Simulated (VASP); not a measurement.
# Ti (P6_3/mmc) in VASP: a series of runs

Ti is run at these levels: LDA; tasks: single point.

All numbers are computed with VASP 6.6.1; they aren't measurements. Logs are shortened: lines on timing, memory, paths and dates and some standing lists are left out, and cuts for length are marked.

## 1. The cell of the first run

It takes space group P6_3/mmc (No. 194, hexagonal). Conventional cell: a = 2.864 Å, b = 2.864 Å, c = 4.540 Å, α = 90.00°, β = 90.00°, γ = 120.00°. Ti (site symmetry -6m2) has 12 Ti at 2.81 to 2.86 Å within 3.7 Å.

## 2. Single point, LDA

Input file INCAR:

```
SYSTEM = Ti
PREC = Accurate ; ENCUT = 520
EDIFF = 1E-7 ; ISMEAR = 1
SIGMA = 0.1 ; LREAL = .FALSE.
LASPH = .TRUE. ; NELM = 60
ALGO = Normal ; ISIF = 2
LWAVE = .FALSE. ; LCHARG = .FALSE.
GGA = CA ; NBANDS = 19
```

Input file KPOINTS:

```
regular mesh
0
G
  13 13 7
  0 0 0
```

Input file POSCAR:

```
Ti
1.0
    2.8638698861      0.0000000000      0.0000000000
   -1.4319349430      2.4801840745      0.0000000000
    0.0000000000      0.0000000000      4.5399943151
Ti
2
Direct
    0.3333333333      0.6666666667      0.2500000000
    0.6666666667      0.3333333333      0.7500000000
```

Potentials or basis: VASP PAW LDA potentials, release 64 (Ti_sv).

Launch:

```
> cat potpaw_LDA.64/Ti_sv/POTCAR > POTCAR
> mpirun -np 1 vasp_std > vasp.out
```

OUTCAR:

```text
SYSTEM = Ti
   PREC = Accurate
   ENCUT = 520
   EDIFF = 1E-7
   ISMEAR = 1
   LREAL = .FALSE.
   LASPH = .TRUE.
   NELM = 60
   ISIF = 2
   GGA = CA

 ion  position               nearest neighbor table
   1  0.333  0.667  0.250-   2 2.81   2 2.81   2 2.81   2 2.81   2 2.81   2 2.81
   2  0.667  0.333  0.750-   1 2.81   1 2.81   1 2.81   1 2.81   1 2.81   1 2.81

  LATTYP: Found a hexagonal cell.
 ALAT       =     2.8638698861
 C/A-ratio  =     1.5852655657

  Lattice vectors:

 A1 = (   2.8638698861,   0.0000000000,   0.0000000000)
 A2 = (  -1.4319349430,   2.4801840745,   0.0000000000)
 A3 = (   0.0000000000,   0.0000000000,   4.5399943151)

Analysis of symmetry for initial positions (statically):
=====================================================================
 Subroutine PRICEL returns:
 Original cell was already a primitive cell.

 Routine SETGRP: Setting up the symmetry group for a
 hexagonal supercell.

 Subroutine GETGRP returns: Found 24 space group operations
 (whereof 12 operations were pure point group operations)
 out of a pool of 24 trial point group operations.

The static configuration has the point symmetry D_3d.
 The point group associated with its full space group is D_6h.

Analysis of symmetry for dynamics (positions and initial velocities):
=====================================================================
 Subroutine PRICEL returns:
 Original cell was already a primitive cell.

 Routine SETGRP: Setting up the symmetry group for a
 hexagonal supercell.

 Subroutine GETGRP returns: Found 24 space group operations
 (whereof 12 operations were pure point group operations)
 out of a pool of 24 trial point group operations.

The dynamic configuration has the point symmetry D_3d.
 The point group associated with its full space group is D_6h.

 Subroutine INISYM returns: Found 24 space group operations
 (whereof 12 operations are pure point group operations),
 and found     1 'primitive' translations

----------------------------------------------------------------------------------------

                                     Primitive cell

  volume of cell :      32.2472

  direct lattice vectors                    reciprocal lattice vectors
     2.863869886  0.000000000  0.000000000     0.349177875  0.201597940  0.000000000
    -1.431934943  2.480184074  0.000000000     0.000000000  0.403195880  0.000000000
     0.000000000  0.000000000  4.539994315     0.000000000  0.000000000  0.220264593

  length of vectors
     2.863869886  2.863869886  4.539994315     0.403195880  0.403195880  0.220264593

  position of ions in fractional coordinates (direct lattice)
     0.333333333  0.666666667  0.250000000
     0.666666667  0.333333333  0.750000000

  ion indices of the primitive-cell ions
   primitive index   ion index
                 1           1
                 2           2

----------------------------------------------------------------------------------------

 KPOINTS: regular mesh

Automatic generation of k-mesh.
 Grid dimensions read from file:
 generate k-points for:   13   13    7

 Generating k-lattice:

  Cartesian coordinates                     Fractional coordinates (reciprocal lattice)
     0.026859837  0.015507534  0.000000000     0.076923077  0.000000000  0.000000000
     0.000000000  0.031015068  0.000000000     0.000000000  0.076923077  0.000000000
     0.000000000  0.000000000  0.031466370     0.000000000  0.000000000  0.142857143

  Length of vectors
     0.031015068  0.031015068  0.031466370

  Shift w.r.t. Gamma in fractional coordinates (k-lattice)
     0.000000000  0.000000000  0.000000000

 Subroutine IBZKPT returns following result:
 ===========================================

 Found     84 irreducible k-points:

 Following reciprocal coordinates:
            Coordinates               Weight
  0.000000  0.000000  0.000000      1.000000
  0.076923  0.000000  0.000000      6.000000
  0.153846 -0.000000  0.000000      6.000000
  0.230769 -0.000000  0.000000      6.000000
  0.307692 -0.000000  0.000000      6.000000
  0.384615 -0.000000  0.000000      6.000000
[... 16 lines left out ...]
  0.076923  0.000000  0.142857     12.000000
  0.153846 -0.000000  0.142857     12.000000
 [... further k-points ...]
   k-points           NKPTS =     84   k-points in BZ     NKDIM =     84   number of bands    NBANDS=     19
   number of dos      NEDOS =    301   number of ions     NIONS =      2
   total plane-waves  NPLWV =  20736
   dimension x,y,z NGX =    24 NGY =   24 NGZ =   36
   dimension x,y,z NGXF=    48 NGYF=   48 NGZF=   72
   ions per type =               2
   NGX,Y,Z   is equivalent  to a cutoff of  13.93, 13.93, 13.18 a.u.
   NGXF,Y,Z  is equivalent  to a cutoff of  27.86, 27.86, 26.37 a.u.
 SYSTEM =  Ti
   PREC   = accura    normal or accurate (medium, high low for compatibility)
   ISTART =      0    job   : 0-new  1-cont  2-samecut
   ICHARG =      2    charge: 1-file 2-atom 10-const
   ISPIN  =      1    spin polarized calculation?
   LNONCOLLINEAR =      F non collinear calculations
   LSORBIT =      F    spin-orbit coupling
   LASPH  =      T    aspherical Exc in radial PAW
   ENCUT  =  520.0 eV  38.22 Ry    6.18 a.u.   5.32  5.32  8.44*2*pi/ulx,y,z
   NELM   =     60;   NELMIN=  2; NELMDL= -5     # of ELM steps
   EDIFF  = 0.1E-06   stopping-criterion for ELM
   LREAL  =      F    real-space projection
   EDIFFG = 0.1E-05   stopping-criterion for IOM
   NSW    =      0    number of steps for IOM
   IBRION =     -1    ionic relax: 0-MD 1-quasi-New 2-CG
   NFREE  =      0    steps in history (QN), initial steepest desc. (CG)
   ISIF   =      2    stress and relaxation
   ISYM   =      2    0-nonsym 1-usesym 2-fastsym
   POTIM  = 0.5000    time-step for ionic-motion
   TEBEG  =    0.0;   TEEND  =   0.0 temperature during run
   PSTRESS=    0.0 pullay stress
   NELECT =      24.0000    total number of electrons
   NUPDOWN=      -1.0000    fix difference up-down
   EMIN   =  10.00;   EMAX   =-10.00  energy-range for DOS
   EFERMI =   0.00;   METHOD = LEGACY
   ISMEAR =     1;   SIGMA  =   0.10  broadening in eV -4-tet -1-fermi 0-gaus
   EFERMI_NEDOS =   21; number of points for ismear=-14 and -15
   IALGO  =     38    algorithm
   IMIX   =      4    mixing-type and parameters
     AMIX     =   0.40;   BMIX     =  1.00
     AMIX_MAG =   1.60;   BMIX_MAG =  1.00
  volume/ion in A,a.u.               =      16.12       108.81
  Fermi-wavevector in a.u.,A,eV,Ry     =   1.483592  2.803582 29.947028  2.201044
  Thomas-Fermi vector in A             =   2.597234
   LORBIT       =      0    0 simple, 1 ext, 2 COOP (PROOUT), +10 PAW based schemes
   GGA     = CA    functional components
   LHFCALC =     F    Hartree Fock is set to
   AEXX    =    0.0000 exact exchange contribution
   IVDW    =     0    specifies the selected vdW correction
   LEPSILON=     F    determine dielectric tensor
   LRPA    =     F    only Hartree local field effects (RPA)
 non-spin polarized calculation
 Methfessel and Paxton  Order N= 1 SIGMA  =   0.10
  energy-cutoff  :      520.00
  volume of cell :       32.25
 maximum number of plane-waves:       883
 NGX is ok and might be reduce to    24
   NGX = 11   NGY = 11   NGZ = 17

 number of electron      24.0000004 magnetization

 Free energy of the ion-electron system (eV)
  ---------------------------------------------------
  ext. energy  EPLUGINS =         0.00000000
  ---------------------------------------------------
  free energy    TOTEN  =       -17.09774504 eV

  energy without entropy =      -17.09780836  energy(sigma->0) =      -17.09776614

 E-fermi :   8.9289     XC(G=0): -12.1453

 val. band max:        8.9272358373   @ k =   0.3077   0.2308   0.2857
 cond. band min:       8.9324673038   @ k =   0.1538  -0.0000   0.1429
 fundamental gap:      0.0052314665
 Fermi energy:         8.9289051636

 k-point     1 :       0.0000    0.0000    0.0000
  band No.  band energies     occupation
      1     -47.1525      2.00000
      2     -46.9583      2.00000
      3     -24.2246      2.00000
      4     -23.3950      2.00000
      5     -23.3950      2.00000
      6     -23.2990      2.00000
[... 11 lines left out ...]
     18      10.6145     -0.00000
     19      12.3158      0.00000

 k-point     2 :       0.0769    0.0000    0.0000
  band No.  band energies     occupation
      1     -47.1442      2.00000
      2     -46.9550      2.00000
      3     -24.2076      2.00000
      4     -23.4304      2.00000
      5     -23.4068      2.00000
      6     -23.3061      2.00000
[... 11 lines left out ...]
     18      10.5116     -0.00000
     19      12.3719      0.00000

 k-point     3 :       0.1538   -0.0000    0.0000
  band No.  band energies     occupation
      1     -47.1208      2.00000
      2     -46.9462      2.00000
      3     -24.1586      2.00000
      4     -23.5289      2.00000
      5     -23.4384      2.00000
      6     -23.4026      2.00000
[... 11 lines left out ...]
     18      10.6845     -0.00000
     19      12.4946      0.00000

 k-point     4 :       0.2308   -0.0000    0.0000
  band No.  band energies     occupation
      1     -47.0865      2.00000
      2     -46.9349      2.00000
      3     -24.0836      2.00000
      4     -23.6689      2.00000
      5     -23.5384      2.00000
      6     -23.4810      2.00000
[... 11 lines left out ...]
     18      11.1878      0.00000
     19      12.6167      0.00000

 k-point     5 :       0.3077   -0.0000    0.0000
  band No.  band energies     occupation
      1     -47.0474      2.00000
      2     -46.9251      2.00000
      3     -23.9924      2.00000
      4     -23.8185      2.00000
      5     -23.6771      2.00000
      6     -23.5247      2.00000
[... 11 lines left out ...]
     18      11.7800      0.00000
     19      12.7074      0.00000
[... 334 lines left out ...]
      2     -46.9319      2.00000
      3     -23.9078      2.00000
      4     -23.7795      2.00000
      5     -23.7320      2.00000
      6     -23.7079      2.00000
[... 11 lines left out ...]
     18      12.4840      0.00000
     19      14.9561      0.00000

 k-point    22 :       0.0000    0.0000    0.1429
  band No.  band energies     occupation
      1     -47.1431      2.00000
      2     -46.9681      2.00000
      3     -24.1808      2.00000
      4     -23.3887      2.00000
      5     -23.3887      2.00000
      6     -23.3471      2.00000
[... 11 lines left out ...]
     18      10.8218     -0.00000
     19      12.3273      0.00000

 k-point    23 :       0.0769    0.0000    0.1429
  band No.  band energies     occupation
      1     -47.1350      2.00000
      2     -46.9646      2.00000
      3     -24.1659      2.00000
      4     -23.4231      2.00000
      5     -23.4001      2.00000
      6     -23.3677      2.00000
[... 11 lines left out ...]
     18      10.7780     -0.00000
     19      12.3727      0.00000

 k-point    24 :       0.1538   -0.0000    0.1429
  band No.  band energies     occupation
      1     -47.1123      2.00000
      2     -46.9550      2.00000
      3     -24.1238      2.00000
      4     -23.5190      2.00000
      5     -23.4477      2.00000
      6     -23.4308      2.00000
[... 11 lines left out ...]
     18      10.8111     -0.00000
     19      12.4710      0.00000

 [... further k-points ...]
[... 5 lines left out ...]
  --------------------------------------------------------------------------------------
  -------------------------------------------------------------------------------------
  Total       -0.1053140     -0.1053140      0.0193552     -0.0000000     -0.0000000      0.0000000
  in kB       -5.2324412     -5.2324412      0.9616491     -0.0000000     -0.0000000      0.0000000
  external PRESSURE =      -3.1677444 kB  Pullay stress =       0.0000000 kB

 VOLUME and BASIS-vectors are now :
 -----------------------------------------------------------------------------
  energy-cutoff  :      520.00
  volume of cell :       32.25
      direct lattice vectors                 reciprocal lattice vectors
     2.863869886  0.000000000  0.000000000     0.349177875  0.201597940  0.000000000
    -1.431934943  2.480184074  0.000000000     0.000000000  0.403195880  0.000000000
     0.000000000  0.000000000  4.539994315     0.000000000  0.000000000  0.220264593

 POSITION                                       TOTAL-FORCE (eV/Angst)
 -----------------------------------------------------------------------------------
     -0.00000      1.65346      1.13500        -0.000000      0.000000      0.000000
      1.43193      0.82673      3.40500         0.000000     -0.000000      0.000000
 -----------------------------------------------------------------------------------
    total drift:                               -0.000000      0.000000     -0.000000

  FREE ENERGIE OF THE ION-ELECTRON SYSTEM (eV)
  ---------------------------------------------------
  free  energy   TOTEN  =       -17.0977450364 eV

  energy  without entropy=      -17.0978083568  energy(sigma->0) =      -17.09776614
```

Run time: 29 s. Hardware: 1 thread of Intel Xeon Platinum 8488C (Sapphire Rapids), shared host; peak memory 0.14 GiB.

What came out:

```
Free energy            : -17.0977 eV
Pressure               : -0.3 GPa
Band gap on the k mesh : zero (band 12 reaches 9.68 eV, above the bottom of band 13 at 8.59 eV)
```

Levels at points of the mesh, in eV from the Fermi level:
| k point | band 8 | band 9 | band 10 | band 11 | band 12 | band 13 | band 14 | band 15 | band 16 | band 17 |
| --- | --- | --- | --- | --- | --- | --- | --- | --- | --- | --- |
| (0.00, 0.00, 0.00) | -32.19 | -6.32 | -2.89 | 0.75 | 0.75 | 0.89 | 1.07 | 1.31 | 1.31 | 1.69 |

## 3. Single point, LDA

Input file INCAR:

```
SYSTEM = Ti
PREC = Accurate
ENCUT = 520
EDIFF = 1E-7
ISMEAR = 1
SIGMA = 0.2
LREAL = .False.
LASPH = .True.
NELM = 100
ALGO = Normal
ISIF = 2
LWAVE = .False.
LCHARG = .False.
NBANDS = 19
```

Input file KPOINTS:

```
Automatic mesh
0
Gamma
  13 13 7
  0 0 0
```

POSCAR is that of step 2.

Potentials or basis: VASP PAW LDA potentials, release 64 (Ti_sv).

Launch:

```
> cat potpaw_LDA.64/Ti_sv/POTCAR > POTCAR
> mpirun -np 1 vasp_std > vasp.out
```

Run time: 28 s. Hardware: 1 thread of Intel Xeon Platinum 8488C (Sapphire Rapids), shared host; peak memory 0.16 GiB.

It converged, with:

```yaml
Free_energy: -17.0974 eV
Pressure: -0.3 GPa
Band_gap_on_the_k_mesh: zero (band 12 reaches 9.68 eV, above the bottom of band 13 at 8.59 eV)
```

Stress tensor (GPa, compression positive):
```
-0.41  0.00  0.00
 0.00 -0.41  0.00
 0.00  0.00 -0.21
```

Levels at points of the mesh, in eV from the Fermi level:
```csv
k point,band 8,band 9,band 10,band 11,band 12,band 13,band 14,band 15,band 16,band 17
"(0.00, 0.00, 0.00)",-32.18,-6.30,-2.88,0.77,0.77,0.90,1.08,1.32,1.32,1.70
```

## 4. Single point, LDA

Input file INCAR:

```
SYSTEM = Ti
ALGO = Normal
EDIFF = 1E-6
ENCUT = 520
GGA = CA
ISIF = 2
ISMEAR = 1
LASPH = .TRUE.
LCHARG = .FALSE.
LREAL = .FALSE.
LWAVE = .FALSE.
NBANDS = 19
NELM = 60
PREC = Accurate
SIGMA = 0.3
```

Input file KPOINTS:

```
k-points
0
G
  13 13 7
  0 0 0
```

POSCAR is that of step 3.

Launch:

```
> cat potpaw_LDA.64/Ti_sv/POTCAR > POTCAR
> mpirun -np 1 vasp_std > vasp.out
```

It took 26 s on 1 thread of Intel Xeon Platinum 8488C (Sapphire Rapids), shared host; peak memory 0.14 GiB.

The run converged. Its results:

```
Free energy            : -17.0955 eV
Pressure               : -0.3 GPa
Band gap on the k mesh : zero (band 12 reaches 9.68 eV, above the bottom of band 13 at 8.59 eV)
```

Levels at points of the mesh, in eV from the Fermi level:
```
           k point  band 10  band 11  band 12  band 13  band 14  band 15
(0.00, 0.00, 0.00)    -2.86     0.78     0.78     0.92     1.10     1.34
```

## 5. Overview

| smearing | gap on the mesh (eV) | pressure (GPa) |
| --- | --- | --- |
| methfessel-paxton 0.1 eV | none | -0.3 |
| methfessel-paxton 0.2 eV | none | -0.3 |
| methfessel-paxton 0.3 eV | none | -0.3 |

Alike in all rows: task single point; level LDA; potentials or basis VASP PAW LDA potentials, release 64 (Ti_sv); no spin polarisation; cell as given; k mesh 13 × 13 × 7; cutoff (eV) 520.

Every run on the cell as given and a fine mesh finds a metal.

Absolute energies hang on the potentials; compare differences alone.
